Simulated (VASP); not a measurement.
# Pd (Im-3m) in VASP: further runs

Aim: see how the results for Pd move with the level of theory and the settings. Levels: PBE, RPBE+D3(BJ). Tasks: single point.

Everything below comes from runs of VASP 6.6.1. Logs are shortened: lines on timing, memory, paths and dates and some standing lists are left out, and cuts for length are marked.

### 1 The cell of the first run

Symmetry: Im-3m, No. 229, cubic system. Conventional cell: a = 3.145 Å, b = 3.145 Å, c = 3.145 Å, α = 90.00°, β = 90.00°, γ = 90.00°. Pd (site symmetry m-3m) has 14 Pd at 2.72 to 3.14 Å within 3.6 Å.

### 2 Single point, PBE

INCAR

```
PREC     = Accurate       # precision mode
ENCUT    = 520            # plane-wave cutoff, eV
EDIFF    = 1E-7           # SCF threshold, eV
ISMEAR   = 0              # smearing method
SIGMA    = 0.1            # smearing width, eV
LREAL    = False          # projectors in reciprocal space
LASPH    = True           # aspherical terms in the spheres
NELM     = 80             # most SCF steps
ALGO     = Fast           # electronic algorithm
ISIF     = 2              # what is computed and relaxed
LWAVE    = False          # write WAVECAR
LCHARG   = False          # write CHGCAR
GGA      = PE             # functional
NBANDS   = 11             # bands
```

KPOINTS

```
regular mesh
0
Gamma
  12 12 12
```

POSCAR

```
Pd
1.0
   -1.5722810000      1.5722810000      1.5722810000
    1.5722810000     -1.5722810000      1.5722810000
    1.5722810000      1.5722810000     -1.5722810000
Pd
1
Direct
    0.0000000000      0.0000000000      0.0000000000
```

Potentials or basis: VASP PAW PBE potentials, release 64 (Pd).

Started as:

```sh
$ cat potpaw_PBE.64/Pd/POTCAR > POTCAR
$ mpirun -np 1 vasp_std > vasp.out
```

OUTCAR:

```text
PREC = Accurate
   ENCUT = 520
   EDIFF = 1E-7
   ISMEAR = 0
   LREAL = False
   LASPH = True
   NELM = 80
   ISIF = 2
   GGA = PE

 ion  position               nearest neighbor table
   1  0.000  0.000  0.000-

  LATTYP: Found a body centered cubic cell.
 ALAT       =     3.1445620000

  Lattice vectors:

 A1 = (  -1.5722810000,   1.5722810000,   1.5722810000)
 A2 = (   1.5722810000,  -1.5722810000,   1.5722810000)
 A3 = (   1.5722810000,   1.5722810000,  -1.5722810000)

Analysis of symmetry for initial positions (statically):
=====================================================================
 Subroutine PRICEL returns:
 Original cell was already a primitive cell.

 Routine SETGRP: Setting up the symmetry group for a
 body centered cubic supercell.

 Subroutine GETGRP returns: Found 48 space group operations
[... 9 lines left out ...]

 Routine SETGRP: Setting up the symmetry group for a
 body centered cubic supercell.

 Subroutine GETGRP returns: Found 48 space group operations
[... 11 lines left out ...]
                                     Primitive cell

  volume of cell :      15.5471

  direct lattice vectors                    reciprocal lattice vectors
    -1.572281000  1.572281000  1.572281000     0.000000000  0.318009313  0.318009313
     1.572281000 -1.572281000  1.572281000     0.318009313  0.000000000  0.318009313
     1.572281000  1.572281000 -1.572281000     0.318009313  0.318009313  0.000000000

  length of vectors
     2.723270576  2.723270576  2.723270576     0.449733083  0.449733083  0.449733083

  position of ions in fractional coordinates (direct lattice)
     0.000000000  0.000000000  0.000000000

  ion indices of the primitive-cell ions
   primitive index   ion index
                 1           1

----------------------------------------------------------------------------------------

 KPOINTS: regular mesh

Automatic generation of k-mesh.
 Grid dimensions read from file:
 generate k-points for:   12   12   12

 Generating k-lattice:

  Cartesian coordinates                     Fractional coordinates (reciprocal lattice)
     0.000000000  0.026500776  0.026500776     0.083333333  0.000000000  0.000000000
     0.026500776  0.000000000  0.026500776     0.000000000  0.083333333  0.000000000
     0.026500776  0.026500776  0.000000000     0.000000000  0.000000000  0.083333333

  Length of vectors
     0.037477757  0.037477757  0.037477757
[... 51 lines left out ...]
   LASPH  =      T    aspherical Exc in radial PAW
   ENCUT  =  520.0 eV  38.22 Ry    6.18 a.u.   5.06  5.06  5.06*2*pi/ulx,y,z
   NELM   =     80;   NELMIN=  2; NELMDL= -5     # of ELM steps
   EDIFF  = 0.1E-06   stopping-criterion for ELM
   LREAL  =      F    real-space projection
   EDIFFG = 0.1E-05   stopping-criterion for IOM
   NSW    =      0    number of steps for IOM
   IBRION =     -1    ionic relax: 0-MD 1-quasi-New 2-CG
   NFREE  =      0    steps in history (QN), initial steepest desc. (CG)
   ISIF   =      2    stress and relaxation
   ISYM   =      2    0-nonsym 1-usesym 2-fastsym
   POTIM  = 0.5000    time-step for ionic-motion
   TEBEG  =    0.0;   TEEND  =   0.0 temperature during run
   PSTRESS=    0.0 pullay stress
   NELECT =      10.0000    total number of electrons
   NUPDOWN=      -1.0000    fix difference up-down
   EMIN   =  10.00;   EMAX   =-10.00  energy-range for DOS
   EFERMI =   0.00;   METHOD = LEGACY
   ISMEAR =     0;   SIGMA  =   0.10  broadening in eV -4-tet -1-fermi 0-gaus
   EFERMI_NEDOS =   21; number of points for ismear=-14 and -15
   IALGO  =     68    algorithm
   IMIX   =      4    mixing-type and parameters
     AMIX     =   0.40;   BMIX     =  1.00
     AMIX_MAG =   1.60;   BMIX_MAG =  1.00
  volume/ion in A,a.u.               =      15.55       104.92
  Fermi-wavevector in a.u.,A,eV,Ry     =   1.413160  2.670485 27.171123  1.997021
  Thomas-Fermi vector in A             =   2.534834
   LORBIT       =      0    0 simple, 1 ext, 2 COOP (PROOUT), +10 PAW based schemes
   GGA     = PE    functional components
   LHFCALC =     F    Hartree Fock is set to
   AEXX    =    0.0000 exact exchange contribution
   IVDW    =     0    specifies the selected vdW correction
   LEPSILON=     F    determine dielectric tensor
   LRPA    =     F    only Hartree local field effects (RPA)
 non-spin polarized calculation
 RMM-DIIS sequential band-by-band and
 Gauss-broadening in eV      SIGMA  =   0.10
  energy-cutoff  :      520.00
  volume of cell :       15.55
 maximum number of plane-waves:       430
   NGX = 11   NGY = 11   NGZ = 11

 number of electron      10.0000005 magnetization

 Free energy of the ion-electron system (eV)
  ---------------------------------------------------
  ext. energy  EPLUGINS =         0.00000000
  ---------------------------------------------------
  free energy    TOTEN  =        -5.17857955 eV

  energy without entropy =       -5.17240510  energy(sigma->0) =       -5.17549233

 E-fermi :   8.9043     XC(G=0): -12.8538

 val. band max:        8.8931437613   @ k =  -0.2500   0.2500   0.1667
 cond. band min:       8.9743011310   @ k =  -0.4167   0.4167   0.2500
 fundamental gap:      0.0811573697
 Fermi energy:         8.9042775284

 k-point     1 :       0.0000    0.0000    0.0000
  band No.  band energies     occupation
      1       2.1890      2.00000
      2       6.1915      2.00000
      3       6.1915      2.00000
      4       6.1915      2.00000
      5       8.0329      2.00000
      6       8.0329      2.00000
      7      28.1924      0.00000
      8      28.1924      0.00000
      9      28.1924      0.00000
     10      36.2081      0.00000
     11      36.2096      0.00000
[... 309 lines left out ...]
 k-point    24 :       0.4167    0.0833    0.0833
  band No.  band energies     occupation
      1       4.3717      2.00000
      2       5.0878      2.00000
      3       7.9246      2.00000
      4       8.0387      2.00000
      5       8.2573      2.00000
      6      12.4239      0.00000
      7      16.4291      0.00000
      8      23.2002      0.00000
      9      23.9696      0.00000
     10      32.9730      0.00000
     11      35.9286      0.00000

 [... further k-points ...]
[... 5 lines left out ...]
  --------------------------------------------------------------------------------------
  -------------------------------------------------------------------------------------
  Total       -0.1396104     -0.1396104     -0.1396104     -0.0000000      0.0000000     -0.0000000
  in kB      -14.3872550    -14.3872550    -14.3872550     -0.0000000      0.0000000     -0.0000000
  external PRESSURE =     -14.3872550 kB  Pullay stress =       0.0000000 kB

 VOLUME and BASIS-vectors are now :
 -----------------------------------------------------------------------------
  energy-cutoff  :      520.00
  volume of cell :       15.55
      direct lattice vectors                 reciprocal lattice vectors
    -1.572281000  1.572281000  1.572281000     0.000000000  0.318009313  0.318009313
     1.572281000 -1.572281000  1.572281000     0.318009313  0.000000000  0.318009313
     1.572281000  1.572281000 -1.572281000     0.318009313  0.318009313  0.000000000

 POSITION                                       TOTAL-FORCE (eV/Angst)
 -----------------------------------------------------------------------------------
      0.00000      0.00000      0.00000        -0.000000     -0.000000     -0.000000
 -----------------------------------------------------------------------------------
    total drift:                                0.000000     -0.000000      0.000000

  FREE ENERGIE OF THE ION-ELECTRON SYSTEM (eV)
  ---------------------------------------------------
  free  energy   TOTEN  =        -5.1785795531 eV

  energy  without entropy=       -5.1724051025  energy(sigma->0) =       -5.17549233
```

OSZICAR:

```text
N       E                     dE             d eps       ncg     rms          rms(c)
DAV:   1     0.423369517626E+02    0.42337E+02   -0.50685E+03  1600   0.841E+02
DAV:   2    -0.484626490941E+01   -0.47183E+02   -0.45751E+02  1777   0.182E+02
DAV:   3    -0.542961159731E+01   -0.58335E+00   -0.58222E+00  1910   0.215E+01
DAV:   4    -0.543227824517E+01   -0.26666E-02   -0.26663E-02  1910   0.155E+00
DAV:   5    -0.543230915464E+01   -0.30909E-04   -0.30908E-04  2068   0.148E-01    0.658E+00
RMM:   6    -0.518885915616E+01    0.24345E+00   -0.34939E-01  1654   0.547E+00    0.323E+00
RMM:   7    -0.518157602797E+01    0.72831E-02   -0.56580E-03  1809   0.863E-01    0.178E+00
RMM:   8    -0.517856866555E+01    0.30074E-02   -0.64677E-04  1837   0.233E-01    0.510E-02
RMM:   9    -0.517857505898E+01   -0.63934E-05   -0.72919E-05  1983   0.647E-02    0.137E-02
RMM:  10    -0.517857898224E+01   -0.39233E-05   -0.15980E-05  1984   0.295E-02    0.413E-03
RMM:  11    -0.517857938711E+01   -0.40487E-06   -0.56468E-06  2041   0.166E-02    0.292E-03
RMM:  12    -0.517857959389E+01   -0.20679E-06   -0.13062E-06  1895   0.818E-03    0.133E-03
RMM:  13    -0.517857955310E+01    0.40791E-07   -0.45248E-07  1667   0.416E-03
   1 F= -.51785796E+01 E0= -.51754923E+01  d E =-.617445E-02
```

stdout:

```text
POSCAR found type information on POSCAR Pd
 POSCAR found :  1 types and       1 ions
 scaLAPACK will be used
 LDA part: xc-table for (Slater+PW92), standard interpolation
 POSCAR, INCAR and KPOINTS ok, starting setup
 FFT: planning ... GRIDC
 FFT: planning ... GRID_SOFT
 FFT: planning ... GRID
 WAVECAR not read
 entering main loop
```

Wall time 8.6 s (1 thread of Intel Xeon Platinum 8488C (Sapphire Rapids), shared host); peak memory 0.12 GiB.

Results:

```yaml
Free_energy: -5.1786 eV
Pressure: -1.4 GPa
Band_gap_on_the_k_mesh: zero (band 5 reaches 9.47 eV, above the bottom of band 6 at 7.93 eV)
```

### 3 Single point, RPBE+D3(BJ), non-collinear spin, zero start, spin-orbit coupling

INCAR

```
ALGO     = Normal         # electronic algorithm
EDIFF    = 1E-6           # SCF threshold, eV
ENCUT    = 520            # plane-wave cutoff, eV
GGA      = RP             # functional
GGA_COMPAT= False        
ISIF     = 2              # what is computed and relaxed
ISMEAR   = 1              # smearing method
IVDW     = 12             # dispersion correction
LASPH    = True           # aspherical terms in the spheres
LCHARG   = False          # write CHGCAR
LMAXMIX  = 4              # l up to which the mixer works
LORBIT   = 11             # projections on sites
LORBMOM  = True         
LREAL    = False          # projectors in reciprocal space
LSORBIT  = True           # spin-orbit coupling
LWAVE    = False          # write WAVECAR
MAGMOM   = 0 0 0          # initial moments
NBANDS   = 21             # bands
NELM     = 150            # most SCF steps
PREC     = Accurate       # precision mode
SIGMA    = 0.1            # smearing width, eV
```

KPOINTS

```
k-points
0
Gamma
  9 9 9
```

POSCAR is that of step 2.

Potentials or basis: VASP PAW PBE potentials, release 64 (Pd).

Started as:

```sh
$ cat potpaw_PBE.64/Pd/POTCAR > POTCAR
$ mpirun -np 1 vasp_ncl > vasp.out
```

OUTCAR:

```text
EDIFF = 1E-6
   ENCUT = 520
   GGA = RP
   ISIF = 2
   ISMEAR = 1
   IVDW = 12
   LASPH = True
   LORBIT = 11
   LREAL = False
   LSORBIT = True
   NELM = 150
   PREC = Accurate
 IVDW          = 12

 ion  position               nearest neighbor table
   1  0.000  0.000  0.000-

  LATTYP: Found a body centered cubic cell.
 ALAT       =     3.1445620000

  Lattice vectors:

 A1 = (  -1.5722810000,   1.5722810000,   1.5722810000)
 A2 = (   1.5722810000,  -1.5722810000,   1.5722810000)
 A3 = (   1.5722810000,   1.5722810000,  -1.5722810000)

Analysis of symmetry for initial positions (statically):
=====================================================================
 Subroutine PRICEL returns:
 Original cell was already a primitive cell.

 Routine SETGRP: Setting up the symmetry group for a
 body centered cubic supercell.

 Subroutine GETGRP returns: Found 48 space group operations
[... 9 lines left out ...]

 Routine SETGRP: Setting up the symmetry group for a
 body centered cubic supercell.

 Subroutine GETGRP returns: Found 48 space group operations
 (whereof 48 operations were pure point group operations)
 out of a pool of 48 trial point group operations.

The dynamic configuration has the point symmetry O_h .
[... 775 lines left out ...]

  FREE ENERGIE OF THE ION-ELECTRON SYSTEM (eV)
  ---------------------------------------------------
  free  energy   TOTEN  =        -7.9110293268 eV

  energy  without entropy=       -7.9129187124  energy(sigma->0) =       -7.91165912

 orbital moment (x)

 # of ion     p       d       tot
 ----------------------------------------
  1         0.000  -0.000  -0.000
 ----------------------------------------
            0.000  -0.000  -0.000

 orbital moment (y)

 # of ion     p       d       tot
 ----------------------------------------
  1         0.000  -0.000  -0.000
 ----------------------------------------
            0.000  -0.000  -0.000

 orbital moment (z)

 # of ion     p       d       tot
 ----------------------------------------
  1         0.000   0.000   0.000
 ----------------------------------------
            0.000   0.000   0.000

 Spin-Orbit-Coupling matrix elements

 Ion:    1  E_soc:     -0.0829552
 l=   1
     0.0000000    -0.0022507    -0.0022507
    -0.0022507     0.0000000    -0.0022507
    -0.0022507    -0.0022507     0.0000000
 l=   2
     0.0000000    -0.0033054     0.0000000    -0.0033054    -0.0082697
    -0.0033054     0.0000000    -0.0062023    -0.0033054    -0.0020674
     0.0000000    -0.0062023     0.0000000    -0.0062023     0.0000000
    -0.0033054    -0.0033054    -0.0062023     0.0000000    -0.0020674
    -0.0082697    -0.0020674     0.0000000    -0.0020674     0.0000000
 l=   3
     0.0000000     0.0000000     0.0000000     0.0000000     0.0000000     0.0000000     0.0000000
     0.0000000     0.0000000     0.0000000     0.0000000     0.0000000     0.0000000     0.0000000
     0.0000000     0.0000000     0.0000000     0.0000000     0.0000000     0.0000000     0.0000000
     0.0000000     0.0000000     0.0000000     0.0000000     0.0000000     0.0000000     0.0000000
     0.0000000     0.0000000     0.0000000     0.0000000     0.0000000     0.0000000     0.0000000
     0.0000000     0.0000000     0.0000000     0.0000000     0.0000000     0.0000000     0.0000000
     0.0000000     0.0000000     0.0000000     0.0000000     0.0000000     0.0000000     0.0000000

 total charge

# of ion       s       p       d       tot
------------------------------------------
    1        0.467   0.417   8.469   9.353

 magnetization (x)

# of ion       s       p       d       tot
------------------------------------------
    1        0.000   0.000   0.000   0.000

 magnetization (y)

# of ion       s       p       d       tot
------------------------------------------
    1       -0.000   0.000   0.000  -0.000

 magnetization (z)

# of ion       s       p       d       tot
------------------------------------------
    1        0.000  -0.000   0.000  -0.000
```

OSZICAR:

```text
N       E                     dE             d eps       ncg     rms          rms(c)
DAV:   1     0.580465038859E+02    0.58047E+02   -0.48606E+03  1470   0.912E+02
DAV:   2    -0.341537675899E+01   -0.61462E+02   -0.57289E+02  1650   0.225E+02
DAV:   3    -0.482663136882E+01   -0.14113E+01   -0.13971E+01  1693   0.357E+01
DAV:   4    -0.483677402147E+01   -0.10143E-01   -0.10141E-01  1789   0.308E+00
DAV:   5    -0.483694180949E+01   -0.16779E-03   -0.16779E-03  1806   0.402E-01    0.644E+00
DAV:   6    -0.464884024319E+01    0.18810E+00   -0.31737E-01  1785   0.747E+00    0.336E+00
DAV:   7    -0.464050756223E+01    0.83327E-02   -0.72765E-03  1821   0.903E-01    0.177E+00
DAV:   8    -0.463785782777E+01    0.26497E-02   -0.93196E-04  1776   0.268E-01    0.346E-01
DAV:   9    -0.463786948717E+01   -0.11659E-04   -0.15335E-05  1938   0.367E-02    0.339E-02
DAV:  10    -0.463787057213E+01   -0.10850E-05   -0.32758E-06  1755   0.237E-02    0.193E-02
DAV:  11    -0.463787311011E+01   -0.25380E-05   -0.14710E-06  1755   0.126E-02    0.144E-03
DAV:  12    -0.463787302886E+01    0.81256E-07   -0.12334E-08  1120   0.118E-03
   1 F= -.79110293E+01 E0= -.79116591E+01  d E =0.188939E-02  mag=     0.0000     0.0000    -0.0000
```

stdout:

```text
POSCAR found type information on POSCAR Pd
 POSCAR found :  1 types and       1 ions
 scaLAPACK will be used
 -----------------------------------------------------------------------------
|                                                                             |
|                                                                             |
|     You enforced a specific xc type in the INCAR file but a different       |
|     I HOPE YOU KNOW WHAT YOU ARE DOING!                                     |
|                                                                             |
 -----------------------------------------------------------------------------

 LDA part: xc-table for (Slater+PW92), standard interpolation
 POSCAR, INCAR and KPOINTS ok, starting setup
 FFT: planning ... GRIDC
 FFT: planning ... GRID_SOFT
 FFT: planning ... GRID
 WAVECAR not read
 entering main loop
```

Wall time 23 s (1 thread of Intel Xeon Platinum 8488C (Sapphire Rapids), shared host); peak memory 0.17 GiB.

What came out:

```
Free energy                                           : -7.9110 eV
Pressure                                              : -36.5 GPa
Net moment                                            : 0.00 μB per cell
Valence electrons inside the program's atomic spheres : Pd 9.35
Dispersion energy per atom                            : -3.273 eV
```

Moments on the atoms (μB; x, y, z):
```
Pd  0.00 0.00 0.00
```

Caveat: the PAW data sets were made with another functional, which shifts forces and pressure a little.

(Continued in part 2 of 2.)
